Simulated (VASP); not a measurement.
# GdN (Fm-3m) in VASP: electric field gradients with PBE

Aim: the electric field gradients of GdN with PBE.

All numbers are computed with VASP 6.6.1; they aren't measurements. Logs are shortened: lines on timing, memory, paths and dates and some standing lists are left out, and cuts for length are marked.

## (1) The cell of the first run

The structure is cubic, space group Fm-3m (No. 225). The conventional cell has a = 4.898 Å, b = 4.898 Å, c = 4.898 Å, α = 90.00°, β = 90.00°, γ = 90.00°. Gd (site symmetry m-3m) has 6 N at 2.45 Å within 3.2 Å. N (site symmetry m-3m) has 6 Gd at 2.45 Å within 3.2 Å.

## (2) Electric field gradients, PBE, collinear spin, ferromagnetic start (14.69 Å³/atom)

INCAR reads:

```
SYSTEM = GdN
PREC     = Accurate       ! precision mode
ENCUT    = 520            ! plane-wave cutoff, eV
EDIFF    = 1E-8           ! SCF threshold, eV
ISMEAR   = -1             ! smearing method
SIGMA    = 0.05           ! smearing width, eV
LREAL    = .FALSE.        ! projectors in reciprocal space
LASPH    = .TRUE.         ! aspherical terms in the spheres
NELM     = 150            ! most SCF steps
ALGO     = Normal         ! electronic algorithm
ISIF     = 2              ! what is computed and relaxed
LWAVE    = .FALSE.        ! write WAVECAR
LCHARG   = .FALSE.        ! write CHGCAR
ISPIN    = 2              ! spin polarisation
MAGMOM   = 7 0            ! initial moments
LORBIT   = 11             ! projections on sites
LMAXMIX  = 6              ! l up to which the mixer works
GGA      = PE             ! functional
LEFG     = .TRUE.       
NBANDS   = 22             ! bands
```

KPOINTS reads:

```
Automatic mesh
0
G
  13 13 13
  0 0 0
```

POSCAR reads:

```
GdN
1.0
    0.0000000000      2.4489095286      2.4489095286
    2.4489095286      0.0000000000      2.4489095286
    2.4489095286      2.4489095286      0.0000000000
Gd N
1 1
Direct
    0.0000000000      0.0000000000      0.0000000000
    0.5000000000      0.5000000000      0.5000000000
```

Potentials or basis: VASP PAW PBE potentials, release 64 (Gd, N).

On the command line:

```
$ cat potpaw_PBE.64/Gd/POTCAR potpaw_PBE.64/N/POTCAR > POTCAR
$ mpirun -np 1 vasp_std > vasp.out
```

OUTCAR:

```text
SYSTEM = GdN
   PREC = Accurate
   ENCUT = 520
   EDIFF = 1E-8
   ISMEAR = -1
   LREAL = .FALSE.
   LASPH = .TRUE.
   NELM = 150
   ISIF = 2
   ISPIN = 2
   LORBIT = 11
   GGA = PE

 ion  position               nearest neighbor table
   1  0.000  0.000  0.000-   2 2.45   2 2.45   2 2.45   2 2.45   2 2.45   2 2.45
   2  0.500  0.500  0.500-   1 2.45   1 2.45   1 2.45   1 2.45   1 2.45   1 2.45

  LATTYP: Found a face centered cubic cell.
 ALAT       =     4.8978190572

  Lattice vectors:

 A1 = (   0.0000000000,   2.4489095286,   2.4489095286)
 A2 = (   2.4489095286,   0.0000000000,   2.4489095286)
 A3 = (   2.4489095286,   2.4489095286,   0.0000000000)

Analysis of symmetry for initial positions (statically):
=====================================================================
 Subroutine PRICEL returns:
 Original cell was already a primitive cell.

 Routine SETGRP: Setting up the symmetry group for a
 face centered cubic supercell.

 Subroutine GETGRP returns: Found 48 space group operations
 (whereof 48 operations were pure point group operations)
 out of a pool of 48 trial point group operations.

The static configuration has the point symmetry O_h .

Analysis of symmetry for dynamics (positions and initial velocities):
=====================================================================
 Subroutine PRICEL returns:
 Original cell was already a primitive cell.

 Routine SETGRP: Setting up the symmetry group for a
 face centered cubic supercell.

 Subroutine GETGRP returns: Found 48 space group operations
 (whereof 48 operations were pure point group operations)
 out of a pool of 48 trial point group operations.

The dynamic configuration has the point symmetry O_h .

Analysis of structural, dynamic, and magnetic symmetry:
=====================================================================
 Subroutine PRICEL returns:
 Original cell was already a primitive cell.

 Routine SETGRP: Setting up the symmetry group for a
 face centered cubic supercell.

 Subroutine GETGRP returns: Found 48 space group operations
 (whereof 48 operations were pure point group operations)
 out of a pool of 48 trial point group operations.

The overall configuration has the point symmetry O_h .

 Subroutine INISYM returns: Found 48 space group operations
 (whereof 48 operations are pure point group operations),
 and found     1 'primitive' translations

----------------------------------------------------------------------------------------

                                     Primitive cell

  volume of cell :      29.3730

  direct lattice vectors                    reciprocal lattice vectors
     0.000000000  2.448909529  2.448909529    -0.204172508  0.204172508  0.204172508
     2.448909529  0.000000000  2.448909529     0.204172508 -0.204172508  0.204172508
     2.448909529  2.448909529  0.000000000     0.204172508  0.204172508 -0.204172508

  length of vectors
     3.463281068  3.463281068  3.463281068     0.353637157  0.353637157  0.353637157

  position of ions in fractional coordinates (direct lattice)
     0.000000000  0.000000000  0.000000000
     0.500000000  0.500000000  0.500000000

  ion indices of the primitive-cell ions
   primitive index   ion index
                 1           1
                 2           2

----------------------------------------------------------------------------------------

 KPOINTS: Automatic mesh

Automatic generation of k-mesh.
 Grid dimensions read from file:
 generate k-points for:   13   13   13

 Generating k-lattice:

  Cartesian coordinates                     Fractional coordinates (reciprocal lattice)
    -0.015705578  0.015705578  0.015705578     0.076923077  0.000000000  0.000000000
     0.015705578 -0.015705578  0.015705578     0.000000000  0.076923077  0.000000000
     0.015705578  0.015705578 -0.015705578     0.000000000  0.000000000  0.076923077

  Length of vectors
     0.027202858  0.027202858  0.027202858

  Shift w.r.t. Gamma in fractional coordinates (k-lattice)
     0.000000000  0.000000000  0.000000000

 Subroutine IBZKPT returns following result:
 ===========================================

 Found     84 irreducible k-points:

 Following reciprocal coordinates:
            Coordinates               Weight
  0.000000  0.000000  0.000000      1.000000
  0.076923  0.000000  0.000000      8.000000
  0.153846  0.000000  0.000000      8.000000
  0.230769  0.000000  0.000000      8.000000
  0.307692  0.000000  0.000000      8.000000
  0.384615  0.000000  0.000000      8.000000
[... 16 lines left out ...]
  0.384615  0.153846  0.000000     24.000000
  0.461538  0.153846  0.000000     24.000000
 [... further k-points ...]
   k-points           NKPTS =     84   k-points in BZ     NKDIM =     84   number of bands    NBANDS=     22
   number of dos      NEDOS =    301   number of ions     NIONS =      2
   total plane-waves  NPLWV =  21952
   dimension x,y,z NGX =    28 NGY =   28 NGZ =   28
   dimension x,y,z NGXF=    56 NGYF=   56 NGZF=   56
   ions per type =               1   1
   NGX,Y,Z   is equivalent  to a cutoff of  13.44, 13.44, 13.44 a.u.
   NGXF,Y,Z  is equivalent  to a cutoff of  26.88, 26.88, 26.88 a.u.
 SYSTEM =  GdN
   PREC   = accura    normal or accurate (medium, high low for compatibility)
   ISTART =      0    job   : 0-new  1-cont  2-samecut
   ICHARG =      2    charge: 1-file 2-atom 10-const
   ISPIN  =      2    spin polarized calculation?
   LNONCOLLINEAR =      F non collinear calculations
   LSORBIT =      F    spin-orbit coupling
   LASPH  =      T    aspherical Exc in radial PAW
   ENCUT  =  520.0 eV  38.22 Ry    6.18 a.u.   6.44  6.44  6.44*2*pi/ulx,y,z
   NELM   =    150;   NELMIN=  2; NELMDL= -5     # of ELM steps
   EDIFF  = 0.1E-07   stopping-criterion for ELM
   LREAL  =      F    real-space projection
   EDIFFG = 0.1E-06   stopping-criterion for IOM
   NSW    =      0    number of steps for IOM
   IBRION =     -1    ionic relax: 0-MD 1-quasi-New 2-CG
   NFREE  =      0    steps in history (QN), initial steepest desc. (CG)
   ISIF   =      2    stress and relaxation
   ISYM   =      2    0-nonsym 1-usesym 2-fastsym
   POTIM  = 0.5000    time-step for ionic-motion
   TEBEG  =    0.0;   TEEND  =   0.0 temperature during run
   PSTRESS=    0.0 pullay stress
   NELECT =      23.0000    total number of electrons
   NUPDOWN=      -1.0000    fix difference up-down
   EMIN   =  10.00;   EMAX   =-10.00  energy-range for DOS
   EFERMI =   0.00;   METHOD = LEGACY
   ISMEAR =    -1;   SIGMA  =   0.05  broadening in eV -4-tet -1-fermi 0-gaus
   EFERMI_NEDOS =   21; number of points for ismear=-14 and -15
   IALGO  =     38    algorithm
   IMIX   =      4    mixing-type and parameters
     AMIX     =   0.40;   BMIX     =  1.00
     AMIX_MAG =   1.60;   BMIX_MAG =  1.00
  volume/ion in A,a.u.               =      14.69        99.11
  Fermi-wavevector in a.u.,A,eV,Ry     =   1.508926  2.851457 30.978543  2.276859
  Thomas-Fermi vector in A             =   2.619316
   LORBIT       =     11    0 simple, 1 ext, 2 COOP (PROOUT), +10 PAW based schemes
   GGA     = PE    functional components
   LHFCALC =     F    Hartree Fock is set to
   AEXX    =    0.0000 exact exchange contribution
   IVDW    =     0    specifies the selected vdW correction
   LEPSILON=     F    determine dielectric tensor
   LRPA    =     F    only Hartree local field effects (RPA)
 spin polarized calculation
  energy-cutoff  :      520.00
  volume of cell :       29.37
 maximum number of plane-waves:       817
 NGX is ok and might be reduce to    28
   NGX = 13   NGY = 13   NGZ = 13

 number of electron      22.9999998 magnetization       6.9984101

 Free energy of the ion-electron system (eV)
  ---------------------------------------------------
  ext. energy  EPLUGINS =         0.00000000
  ---------------------------------------------------
  free energy    TOTEN  =       -23.17370280 eV

  energy without entropy =      -23.17296521  energy(sigma->0) =      -23.17333400

 E-fermi :   4.3454     XC(G=0): -11.8643

 val. band max:        4.2876618656   @ k =   0.0769   0.0000   0.0000
 cond. band min:       4.3852804821   @ k =   0.0769   0.0769   0.0000
 fundamental gap:      0.0976186165
 Fermi energy:         4.3454089442

 spin component 1

 k-point     1 :       0.0000    0.0000    0.0000
  band No.  band energies     occupation
      1     -39.3556      1.00000
      2     -16.3017      1.00000
      3     -16.3017      1.00000
      4     -16.3017      1.00000
      5      -8.9720      1.00000
      6       0.7357      1.00000
[... 14 lines left out ...]
     21       9.0445      0.00000
     22      15.0955      0.00000
[... 552 lines left out ...]
  band No.  band energies     occupation
      1     -39.2353      1.00000
      2     -17.4996      1.00000
      3     -16.5514      1.00000
      4     -16.4841      1.00000
      5      -7.4515      1.00000
      6       0.2993      1.00000
[... 14 lines left out ...]
     21      14.7424      0.00000
     22      17.4638      0.00000

 [... further k-points ...]

 spin component 2

 k-point     1 :       0.0000    0.0000    0.0000
  band No.  band energies     occupation
      1     -36.2692      1.00000
      2     -14.0540      1.00000
      3     -14.0540      1.00000
      4     -14.0540      1.00000
      5      -8.9506      1.00000
      6       3.3133      1.00000
[... 14 lines left out ...]
     21      10.0231      0.00000
     22      16.1354      0.00000
[... 552 lines left out ...]
  band No.  band energies     occupation
      1     -36.1148      1.00000
      2     -15.6254      1.00000
      3     -14.3549      1.00000
      4     -14.2701      1.00000
      5      -7.2682      1.00000
      6       0.7566      1.00000
[... 14 lines left out ...]
     21      15.6891      0.00000
     22      18.5401      0.00000

 [... further k-points ...]
[... 5 lines left out ...]
  --------------------------------------------------------------------------------------
  -------------------------------------------------------------------------------------
  Total        1.5960547      1.5960547      1.5960547      0.0000000      0.0000000      0.0000000
  in kB       87.0582902     87.0582902     87.0582902      0.0000000      0.0000000      0.0000000
  external PRESSURE =      87.0582902 kB  Pullay stress =       0.0000000 kB

 VOLUME and BASIS-vectors are now :
 -----------------------------------------------------------------------------
  energy-cutoff  :      520.00
  volume of cell :       29.37
      direct lattice vectors                 reciprocal lattice vectors
     0.000000000  2.448909529  2.448909529    -0.204172508  0.204172508  0.204172508
     2.448909529  0.000000000  2.448909529     0.204172508 -0.204172508  0.204172508
     2.448909529  2.448909529  0.000000000     0.204172508  0.204172508 -0.204172508

 POSITION                                       TOTAL-FORCE (eV/Angst)
 -----------------------------------------------------------------------------------
      0.00000      0.00000      0.00000         0.000000     -0.000000      0.000000
      2.44891      2.44891      2.44891        -0.000000      0.000000     -0.000000
 -----------------------------------------------------------------------------------
    total drift:                                0.000000      0.000000      0.000000

  FREE ENERGIE OF THE ION-ELECTRON SYSTEM (eV)
  ---------------------------------------------------
  free  energy   TOTEN  =       -23.1737028014 eV

  energy  without entropy=      -23.1729652059  energy(sigma->0) =      -23.17333400

 Electric field gradients (V/A^2)
---------------------------------------------------------------------
 ion       V_xx      V_yy      V_zz      V_xy      V_xz      V_yz
---------------------------------------------------------------------
   1      -0.000     0.000     0.000    -0.001    -0.001    -0.001
   2       0.000     0.000    -0.000    -0.001    -0.001    -0.001
---------------------------------------------------------------------

 Electric field gradients after diagonalization (V/A^2)
 (convention: |V_zz| > |V_xx| > |V_yy|)
----------------------------------------------------------------------
 ion       V_xx      V_yy      V_zz     asymmetry (V_yy - V_xx)/ V_zz
----------------------------------------------------------------------
   1       0.001     0.001    -0.002       0.000
   2       0.001     0.001    -0.002       0.000
----------------------------------------------------------------------

           NMR quadrupolar parameters

 Cq : quadrupolar parameter    Cq=e*Q*V_zz/h
 eta: asymmetry parameters     (V_yy - V_xx)/ V_zz
 Q  : nuclear electric quadrupole moment in mb (millibarn)
----------------------------------------------------------------------
 ion       Cq(MHz)       eta       Q (mb)
----------------------------------------------------------------------
   1      -0.000       0.000       1.000
   2      -0.000       0.000       1.000
----------------------------------------------------------------------

 total charge

# of ion       s       p       d       f       tot
--------------------------------------------------
    1        2.037   5.673   0.569   6.998  15.277
    2        1.253   2.409   0.000   0.000   3.663
--------------------------------------------------
tot          3.291   8.083   0.569   6.998  18.940

 magnetization (x)

# of ion       s       p       d       f       tot
--------------------------------------------------
    1       -0.005  -0.080   0.090   6.797   6.802
    2       -0.008  -0.084   0.000   0.000  -0.091
--------------------------------------------------
tot         -0.013  -0.163   0.090   6.797   6.711
```

Run time: 5.5 min. Hardware: 1 thread of AMD EPYC 9R45 (Zen 5), shared host; peak memory 0.22 GiB.

Results:

* Free energy: -23.1737 eV
* Pressure: 8.7 GPa
* Band gap on the k mesh: zero (filled and empty bands overlap)
* Net moment: 7.00 μB per cell
* Site moments: Gd +6.80; N -0.09 μB
* Largest electric field gradient by atom: zero within the noise of the run
* Valence electrons inside the program's atomic spheres: Gd 15.28; N 3.66

Caveat: the cell stands under pressure; spin-orbit coupling is left out, which moves the levels of the heavy elements; a cell with one magnetic atom can't hold antiferromagnetic order, which such compounds often take; semilocal functionals describe open f shells poorly, which spoils levels, moments and volumes. The state reached can hang on the start; a lower one may exist.
